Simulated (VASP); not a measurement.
# BaTiO3 (R3m) in VASP: single point with PBE

Aim: the single point of BaTiO3 with PBE.

All numbers are computed with VASP 6.6.1; they aren't measurements. Logs are shortened: lines on timing, memory, paths and dates and some standing lists are left out, and cuts for length are marked.

### 1 The cell of the first run

The structure is trigonal, space group R3m (No. 160). Conventional cell: a = 5.727 Å, b = 5.727 Å, c = 7.069 Å, α = 90.00°, β = 90.00°, γ = 120.00°. Ba (site symmetry 3m) has 12 O at 2.78 to 2.98 Å and 8 Ti at 3.43 to 3.64 Å within 3.7 Å. Within 2.5 Å of Ti (site symmetry 3m) lie 6 O at 1.87 to 2.21 Å. O (site symmetry m) has 2 Ti at 1.87 to 2.21 Å within 2.5 Å.

### 2 Single point, PBE

Contents of INCAR:

```
PREC = Accurate
ENCUT = 520
EDIFF = 1E-6
ISMEAR = -1
SIGMA = 0.05
LREAL = False
LASPH = True
NELM = 80
ALGO = Normal
ISIF = 2
LWAVE = False
LCHARG = True
GGA = PE
LELF = True
LVHAR = True
NBANDS = 28
```

Contents of KPOINTS:

```
Automatic mesh
0
Gamma
  7 7 7
```

Contents of POSCAR:

```
BaTiO3
1.0
    2.8632821857      1.6531167407      2.3563302756
   -2.8632821857      1.6531167407      2.3563302756
    0.0000000000     -3.3062334814      2.3563302756
Ba Ti O
1 1 3
Direct
   -0.0054260861     -0.0054260861     -0.0054260861
    0.4803369942      0.4803369942      0.4803369942
    0.5112043535      0.0218803849      0.5112043535
    0.0218803849      0.5112043535      0.5112043535
    0.5112043535      0.5112043535      0.0218803849
```

Potentials or basis: VASP PAW PBE potentials, release 64 (Ba_sv, Ti_sv, O).

Launch:

```
cat potpaw_PBE.64/Ba_sv/POTCAR potpaw_PBE.64/Ti_sv/POTCAR potpaw_PBE.64/O/POTCAR > POTCAR
mpirun -np 1 vasp_std > vasp.out
```

OUTCAR:

```text
PREC = Accurate
   ENCUT = 520
   EDIFF = 1E-6
   ISMEAR = -1
   LREAL = False
   LASPH = True
   NELM = 80
   ISIF = 2
   GGA = PE

 ion  position               nearest neighbor table
   1  0.995  0.995  0.995-   3 2.78   4 2.78   5 2.78   5 2.87   5 2.87   4 2.87   3 2.87   3 2.87
                             4 2.87   4 2.98   3 2.98   5 2.98   2 3.43   2 3.48   2 3.48   2 3.48
   2  0.480  0.480  0.480-   3 1.87   4 1.87   5 1.87   3 2.21   4 2.21   5 2.21   1 3.43   1 3.48
                             1 3.48   1 3.48   1 3.54   1 3.54   1 3.54   1 3.64
   3  0.511  0.022  0.511-   2 1.87   2 2.21   1 2.78   1 2.87   1 2.87   1 2.98
   4  0.022  0.511  0.511-   2 1.87   2 2.21   1 2.78   1 2.87   1 2.87   1 2.98
   5  0.511  0.511  0.022-   2 1.87   2 2.21   1 2.78   1 2.87   1 2.87   1 2.98

  LATTYP: Found a trigonal (rhomboedric) cell.
 ALAT       =     4.0599842612
 COS(alpha) =     0.0052599628

  Lattice vectors:

 A1 = (   2.8632821857,   1.6531167407,   2.3563302756)
 A2 = (  -2.8632821857,   1.6531167407,   2.3563302756)
 A3 = (   0.0000000000,  -3.3062334814,   2.3563302756)

Analysis of symmetry for initial positions (statically):
=====================================================================
 Subroutine PRICEL returns:
 Original cell was already a primitive cell.

 Routine SETGRP: Setting up the symmetry group for a
 trigonal (rhombohedral) supercell.

 Subroutine GETGRP returns: Found  6 space group operations
 (whereof  6 operations were pure point group operations)
 out of a pool of 12 trial point group operations.

The static configuration has the point symmetry C_3v.

Analysis of symmetry for dynamics (positions and initial velocities):
=====================================================================
 Subroutine PRICEL returns:
 Original cell was already a primitive cell.

 Routine SETGRP: Setting up the symmetry group for a
 trigonal (rhombohedral) supercell.

 Subroutine GETGRP returns: Found  6 space group operations
 (whereof  6 operations were pure point group operations)
 out of a pool of 12 trial point group operations.

The dynamic configuration has the point symmetry C_3v.

 Subroutine INISYM returns: Found  6 space group operations
 (whereof  6 operations are pure point group operations),
 and found     1 'primitive' translations

----------------------------------------------------------------------------------------

                                     Primitive cell

  volume of cell :      66.9199

  direct lattice vectors                    reciprocal lattice vectors
     2.863282186  1.653116741  2.356330276     0.174624772  0.100819659  0.141462908
    -2.863282186  1.653116741  2.356330276    -0.174624772  0.100819659  0.141462908
     0.000000000 -3.306233481  2.356330276     0.000000000 -0.201639319  0.141462908

  length of vectors
     4.059984261  4.059984261  4.059984261     0.246313153  0.246313153  0.246313153

  position of ions in fractional coordinates (direct lattice)
     0.994573914  0.994573914  0.994573914
     0.480336994  0.480336994  0.480336994
     0.511204353  0.021880385  0.511204353
     0.021880385  0.511204353  0.511204353
     0.511204353  0.511204353  0.021880385

  ion indices of the primitive-cell ions
   primitive index   ion index
                 1           1
                 2           2
                 3           3
                 4           4
                 5           5

----------------------------------------------------------------------------------------

 KPOINTS: Automatic mesh

Automatic generation of k-mesh.
 Grid dimensions read from file:
 generate k-points for:    7    7    7

 Generating k-lattice:

  Cartesian coordinates                     Fractional coordinates (reciprocal lattice)
     0.024946396  0.014402808  0.020208987     0.142857143  0.000000000  0.000000000
    -0.024946396  0.014402808  0.020208987     0.000000000  0.142857143  0.000000000
     0.000000000 -0.028805617  0.020208987     0.000000000  0.000000000  0.142857143

  Length of vectors
     0.035187593  0.035187593  0.035187593

  Shift w.r.t. Gamma in fractional coordinates (k-lattice)
     0.000000000  0.000000000  0.000000000

 Subroutine IBZKPT returns following result:
 ===========================================

 Found     44 irreducible k-points:

 Following reciprocal coordinates:
            Coordinates               Weight
  0.000000  0.000000  0.000000      1.000000
  0.142857 -0.000000 -0.000000      6.000000
  0.285714  0.000000  0.000000      6.000000
  0.428571 -0.000000  0.000000      6.000000
  0.142857  0.142857 -0.000000      6.000000
  0.285714  0.142857  0.000000     12.000000
[... 16 lines left out ...]
  0.285714  0.285714  0.142857      6.000000
  0.428571  0.285714  0.142857     12.000000
 [... further k-points ...]
   k-points           NKPTS =     44   k-points in BZ     NKDIM =     44   number of bands    NBANDS=     28
   number of dos      NEDOS =    301   number of ions     NIONS =      5
   total plane-waves  NPLWV =  27000
   dimension x,y,z NGX =    30 NGY =   30 NGZ =   30
   dimension x,y,z NGXF=    60 NGYF=   60 NGZF=   60
   ions per type =               1   1   3
   NGX,Y,Z   is equivalent  to a cutoff of  12.28, 12.28, 12.28 a.u.
   NGXF,Y,Z  is equivalent  to a cutoff of  24.57, 24.57, 24.57 a.u.
 SYSTEM =  unknown system
   PREC   = accura    normal or accurate (medium, high low for compatibility)
   ISTART =      0    job   : 0-new  1-cont  2-samecut
   ICHARG =      2    charge: 1-file 2-atom 10-const
   ISPIN  =      1    spin polarized calculation?
   LNONCOLLINEAR =      F non collinear calculations
   LSORBIT =      F    spin-orbit coupling
   LASPH  =      T    aspherical Exc in radial PAW
   ENCUT  =  520.0 eV  38.22 Ry    6.18 a.u.   7.55  7.55  7.55*2*pi/ulx,y,z
   NELM   =     80;   NELMIN=  2; NELMDL= -5     # of ELM steps
   EDIFF  = 0.1E-05   stopping-criterion for ELM
   LREAL  =      F    real-space projection
   EDIFFG = 0.1E-04   stopping-criterion for IOM
   NSW    =      0    number of steps for IOM
   IBRION =     -1    ionic relax: 0-MD 1-quasi-New 2-CG
   NFREE  =      0    steps in history (QN), initial steepest desc. (CG)
   ISIF   =      2    stress and relaxation
   ISYM   =      2    0-nonsym 1-usesym 2-fastsym
   POTIM  = 0.5000    time-step for ionic-motion
   TEBEG  =    0.0;   TEEND  =   0.0 temperature during run
   PSTRESS=    0.0 pullay stress
   NELECT =      40.0000    total number of electrons
   NUPDOWN=      -1.0000    fix difference up-down
   EMIN   =  10.00;   EMAX   =-10.00  energy-range for DOS
   EFERMI =   0.00;   METHOD = LEGACY
   ISMEAR =    -1;   SIGMA  =   0.05  broadening in eV -4-tet -1-fermi 0-gaus
   EFERMI_NEDOS =   21; number of points for ismear=-14 and -15
   IALGO  =     38    algorithm
   IMIX   =      4    mixing-type and parameters
     AMIX     =   0.40;   BMIX     =  1.00
     AMIX_MAG =   1.60;   BMIX_MAG =  1.00
  volume/ion in A,a.u.               =      13.38        90.32
  Fermi-wavevector in a.u.,A,eV,Ry     =   1.379039  2.606005 25.874850  1.901748
  Thomas-Fermi vector in A             =   2.504045
   LORBIT       =      0    0 simple, 1 ext, 2 COOP (PROOUT), +10 PAW based schemes
   GGA     = PE    functional components
   LHFCALC =     F    Hartree Fock is set to
   AEXX    =    0.0000 exact exchange contribution
   IVDW    =     0    specifies the selected vdW correction
   LEPSILON=     F    determine dielectric tensor
   LRPA    =     F    only Hartree local field effects (RPA)
 non-spin polarized calculation
  energy-cutoff  :      520.00
  volume of cell :       66.92
 maximum number of plane-waves:      1824
 NGX is ok and might be reduce to    30
   NGX = 15   NGY = 15   NGZ = 15

 number of electron      40.0000016 magnetization

 Free energy of the ion-electron system (eV)
  ---------------------------------------------------
  ext. energy  EPLUGINS =         0.00000000
  ---------------------------------------------------
  free energy    TOTEN  =       -40.05475606 eV

  energy without entropy =      -40.05475606  energy(sigma->0) =      -40.05475606

 E-fermi :   4.5736     XC(G=0): -11.0069

 val. band max:        3.3733017141   @ k =   0.4286   0.4286   0.4286
 cond. band min:       6.0149332439   @ k =   0.0000   0.0000   0.0000
 fundamental gap:      2.6416315298
 Fermi energy:         4.5735833801

 k-point     1 :       0.0000    0.0000    0.0000
  band No.  band energies     occupation
      1     -52.8620      2.00000
      2     -29.1180      2.00000
      3     -29.1158      2.00000
      4     -29.1158      2.00000
      5     -21.4703      2.00000
      6     -13.2786      2.00000
[... 20 lines left out ...]
     27       8.4909      0.00000
     28      10.3396      0.00000

 k-point     2 :       0.1429   -0.0000   -0.0000
  band No.  band energies     occupation
      1     -52.8619      2.00000
      2     -29.1250      2.00000
      3     -29.1168      2.00000
      4     -29.1155      2.00000
      5     -21.4530      2.00000
      6     -13.2836      2.00000
[... 20 lines left out ...]
     27       8.8568      0.00000
     28      10.8155      0.00000

 k-point     3 :       0.2857    0.0000    0.0000
  band No.  band energies     occupation
      1     -52.8615      2.00000
      2     -29.1432      2.00000
      3     -29.1162      2.00000
      4     -29.1148      2.00000
      5     -21.4133      2.00000
      6     -13.3447      2.00000
[... 20 lines left out ...]
     27       9.7718      0.00000
     28      11.6478      0.00000

 k-point     4 :       0.4286   -0.0000    0.0000
  band No.  band energies     occupation
      1     -52.8613      2.00000
      2     -29.1578      2.00000
      3     -29.1157      2.00000
      4     -29.1143      2.00000
      5     -21.3810      2.00000
      6     -13.4263      2.00000
[... 20 lines left out ...]
     27      10.6668      0.00000
     28      11.5585      0.00000

 k-point     5 :       0.1429    0.1429   -0.0000
  band No.  band energies     occupation
      1     -52.8617      2.00000
      2     -29.1255      2.00000
      3     -29.1235      2.00000
      4     -29.1158      2.00000
      5     -21.4369      2.00000
      6     -13.2690      2.00000
[... 20 lines left out ...]
     27       9.2225      0.00000
     28      11.0896      0.00000

 k-point     6 :       0.2857    0.1429    0.0000
  band No.  band energies     occupation
      1     -52.8614      2.00000
      2     -29.1428      2.00000
      3     -29.1236      2.00000
      4     -29.1151      2.00000
      5     -21.3998      2.00000
      6     -13.2885      2.00000
[... 463 lines left out ...]
      5     -21.3857      2.00000
      6     -13.2353      2.00000
[... 20 lines left out ...]
     27      10.2988      0.00000
     28      11.5931      0.00000

 k-point    22 :      -0.1429    0.1429    0.1429
  band No.  band energies     occupation
      1     -52.8616      2.00000
      2     -29.1261      2.00000
      3     -29.1232      2.00000
      4     -29.1230      2.00000
      5     -21.4210      2.00000
      6     -13.2450      2.00000
[... 20 lines left out ...]
     27       9.4606      0.00000
     28      11.1453      0.00000

 k-point    23 :       0.2857    0.2857    0.1429
  band No.  band energies     occupation
      1     -52.8609      2.00000
      2     -29.1423      2.00000
      3     -29.1404      2.00000
      4     -29.1225      2.00000
      5     -21.3566      2.00000
      6     -13.1217      2.00000
[... 20 lines left out ...]
     27      11.0686      0.00000
     28      11.5421      0.00000

 k-point    24 :       0.4286    0.2857    0.1429
  band No.  band energies     occupation
      1     -52.8606      2.00000
      2     -29.1557      2.00000
      3     -29.1405      2.00000
      4     -29.1219      2.00000
      5     -21.3317      2.00000
      6     -13.0742      2.00000
[... 20 lines left out ...]
     27      11.5577      0.00000
     28      11.7343      0.00000

 [... further k-points ...]

------------------------ aborting loop because EDIFF is reached ----------------------------------------

  FORCE on cell =-STRESS in cart. coord.  units (eV):
  Direction    XX          YY          ZZ          XY          YZ          ZX
  --------------------------------------------------------------------------------------
  -------------------------------------------------------------------------------------
  Total        0.6784097      0.6784097      0.6452440      0.0000000      0.0000000      0.0000000
  in kB       16.2423000     16.2423000     15.4482557      0.0000000      0.0000000      0.0000000
  external PRESSURE =      15.9776186 kB  Pullay stress =       0.0000000 kB

 VOLUME and BASIS-vectors are now :
 -----------------------------------------------------------------------------
  energy-cutoff  :      520.00
  volume of cell :       66.92
      direct lattice vectors                 reciprocal lattice vectors
     2.863282186  1.653116741  2.356330276     0.174624772  0.100819659  0.141462908
    -2.863282186  1.653116741  2.356330276    -0.174624772  0.100819659  0.141462908
     0.000000000 -3.306233481  2.356330276     0.000000000 -0.201639319  0.141462908

 POSITION                                       TOTAL-FORCE (eV/Angst)
 -----------------------------------------------------------------------------------
      0.00000      0.00000      7.03063         0.000000     -0.000000      0.045244
      0.00000      0.00000      3.39550         0.000000     -0.000000      0.092510
      1.40107     -0.80891      2.46069         0.031064     -0.017935     -0.045918
     -1.40107     -0.80891      2.46069        -0.031064     -0.017935     -0.045918
      0.00000      1.61782      2.46069         0.000000      0.035870     -0.045918
 -----------------------------------------------------------------------------------
    total drift:                                0.000000      0.000005     -0.000350

  FREE ENERGIE OF THE ION-ELECTRON SYSTEM (eV)
  ---------------------------------------------------
  free  energy   TOTEN  =       -40.0547560642 eV

  energy  without entropy=      -40.0547560641  energy(sigma->0) =      -40.05475606
```

Wall time 48 s (1 thread of AMD EPYC 9R45 (Zen 5), shared host); peak memory 0.19 GiB.

Results:

| Quantity | Value |
| --- | --- |
| Free energy | -40.0548 eV |
| Pressure | 1.6 GPa |
| Largest force | 0.093 eV/Å |
| Band gap on the k mesh | 2.64 eV (least direct gap 3.13 eV) |

Forces in eV/Å, atoms in the order of the input:
```
Ba   0.000  0.000  0.045
Ti   0.000  0.000  0.093
O    0.031 -0.018 -0.046
O   -0.031 -0.018 -0.046
O    0.000  0.036 -0.046
```

Caveat: spin-orbit coupling is left out, which moves the levels of the heavy elements.
